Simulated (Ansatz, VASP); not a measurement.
## Two plane-wave programs on HgTe

```
Hg Te
1.0
     0.00000    3.73215    2.63863
     3.73215    0.00000    2.63863
     3.73215    3.73215    0.00000
Hg Te
1 1
Direct
  0.00000 0.00000 0.00000
  0.75000 0.75000 0.75000
```

Alike in both runs: task single point; functional PBE; k mesh 18 × 18 × 18; occupations gaussian, width 0.15 eV; no spin polarisation.

|  | VASP | Ansatz |
| --- | --- | --- |
| version | VASP 6.6.1 | Ansatz 0.2.0 |
| potentials or method | VASP PAW PBE potentials, release 64 (Hg, Te), cutoff 520 eV | scalar-relativistic, plane waves, PAW |
| valence electrons in the cell | 18 | 36 |

Ansatz gave:

- gap on the k mesh at the Fermi level (eV): 0.09
- least direct gap on the mesh (eV): 0.24
- pressure (GPa): -1.4
- traceless stress, the component that is largest in VASP (GPa): 2.07

Question: What did VASP give for the same quantities?

Answer: gap on the k mesh at the Fermi level (eV): 0.09; least direct gap on the mesh (eV): 0.24; pressure (GPa): -1.4; traceless stress, the component that is largest in VASP (GPa): 2.05.

VASP's potentials hold 18 valence electrons a cell and Ansatz's 36, so a difference there can come from the potentials and not from the codes.

Neither program's run includes spin-orbit coupling.
